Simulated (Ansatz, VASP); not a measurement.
One calculation of TaC, two programs

Contents of INCAR:

```
PREC = Accurate ; ENCUT = 600
EDIFF = 1E-6 ; ISMEAR = 0
SIGMA = 0.15 ; LREAL = F
LASPH = T ; NELM = 120
ALGO = Normal ; ISIF = 2
LWAVE = F ; LCHARG = T
GGA = PE ; LELF = T
LVHAR = T ; NBANDS = 14
GGA_COMPAT = F
```

KPOINTS

```
Automatic mesh
0
Gamma
  8 8 8
```

File POSCAR:

```
TaC
1.0
    0.0000000000      2.2270000000      2.2270000000
    2.2270000000      0.0000000000      2.2270000000
    2.2270000000      2.2270000000      0.0000000000
Ta C
1 1
Direct
    0.0000000000      0.0000000000      0.0000000000
    0.5000000000      0.5000000000      0.5000000000
```

Input for Ansatz:

```yaml
crystal:
  lattice:
    - [0.0, 2.227, 2.227]
    - [2.227, 0.0, 2.227]
    - [2.227, 2.227, 0.0]
  atoms:
    - { symbol: Ta, position: [0.0, 0.0, 0.0] }
    - { symbol: C, position: [0.5, 0.5, 0.5] }
basis:
  ecutwfc: 420
kpoints:
  mp_grid: { grid: [8, 8, 8] }
hamiltonian:
  xc: pbe
scf:
  occupations: { method: gaussian, width: 0.15 }
output:
  forces: true
  stress: true
  eigenvalues: true
```

Alike in both runs: task single point; functional PBE; k mesh 8 × 8 × 8; occupations gaussian, width 0.15 eV; no spin polarisation.

```csv
,VASP,Ansatz
version,VASP 6.6.1,Ansatz 0.2.0
potentials or method,"VASP PAW PBE potentials, release 64 (Ta_pv, C), cutoff 600 eV","scalar-relativistic, plane waves, PAW"
valence electrons in the cell,15,17
```

Ansatz gave:

```
gap on the k mesh at the Fermi level (eV) : none
pressure (GPa)                            : 4.9
```

Q: Estimate VASP's values.

A: gap on the k mesh at the Fermi level (eV): none; pressure (GPa): 5.5.

A gap of «none» marks a metal or a gap that the smearing closes. With one functional, cell and mesh, what is left measures potentials, basis and numerics. VASP's potentials hold 15 valence electrons a cell and Ansatz's 17, so a difference there can come from the potentials and not from the codes.

Neither program's run includes spin-orbit coupling.
